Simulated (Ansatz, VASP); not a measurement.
## One calculation of C, two programs

File INCAR:

```
ALGO = Normal
EDIFF = 1E-7
ENCUT = 520
GGA = PE
ISIF = 2
ISMEAR = 0
IVDW = 12
LASPH = T
LCHARG = F
LREAL = F
LWAVE = F
NBANDS = 11
NELM = 80
PREC = Accurate
SIGMA = 0.05
```

The input KPOINTS:

```
k-points
0
Gamma
  15 15 15
```

POSCAR

```
C
1.0
    1.2324984681      0.7115833223      3.3613878357
   -1.2324984681      0.7115833223      3.3613878357
    0.0000000000     -1.4231666447      3.3613878357
C
2
Direct
    0.1771793694      0.1771793694      0.1666394933
    0.8228206306      0.8228206306      0.8333605067
```

Input for Ansatz:

```yaml
crystal:
  lattice:
    - [1.2324984681, 0.7115833223, 3.3613878357]
    - [-1.2324984681, 0.7115833223, 3.3613878357]
    - [0.0, -1.4231666447, 3.3613878357]
  atoms:
    - { symbol: C, position: [0.1771793694, 0.1771793694, 0.1666394933] }
    - { symbol: C, position: [0.8228206306, 0.8228206306, 0.8333605067] }
basis:
  ecutwfc: 520.0
kpoints:
  mp_grid: { grid: [15, 15, 15] }
hamiltonian:
  xc: pbe
  dispersion: d3bj
scf:
  occupations: { method: gaussian, width: 0.05 }
output:
  forces: true
  stress: true
  eigenvalues: true
```

Change from the starting cell: mode 4 frozen in at +0.071 Å and mode 6 at +0.015 Å (largest displacements).

Alike in both runs: task single point; functional PBE; dispersion D3(BJ); k mesh 15 × 15 × 15; occupations gaussian, width 0.05 eV; no spin polarisation.

|  | VASP | Ansatz |
| --- | --- | --- |
| version | VASP 6.6.1 | Ansatz 0.2.0 |
| potentials or method | VASP PAW PBE potentials, release 64 (C), cutoff 520 eV | scalar-relativistic, plane waves, PAW |
| valence electrons in the cell | 8 | 8 |

VASP gave:

```
gap on the k mesh at the Fermi level (eV)                     : 0.16
least direct gap on the mesh (eV)                             : 0.16
pressure (GPa)                                                : -0.3
traceless stress, the component that is largest in VASP (GPa) : 3.95
rms of the force components (eV/Å)                            : 1.607
```

Question: Estimate Ansatz's values.

Answer: gap on the k mesh at the Fermi level (eV): 0.16; least direct gap on the mesh (eV): 0.16; pressure (GPa): -0.7; traceless stress, the component that is largest in VASP (GPa): 3.63; rms of the force components (eV/Å): 1.610.

Atom by atom the forces differ by 0.005 eV/Å (rms over components).
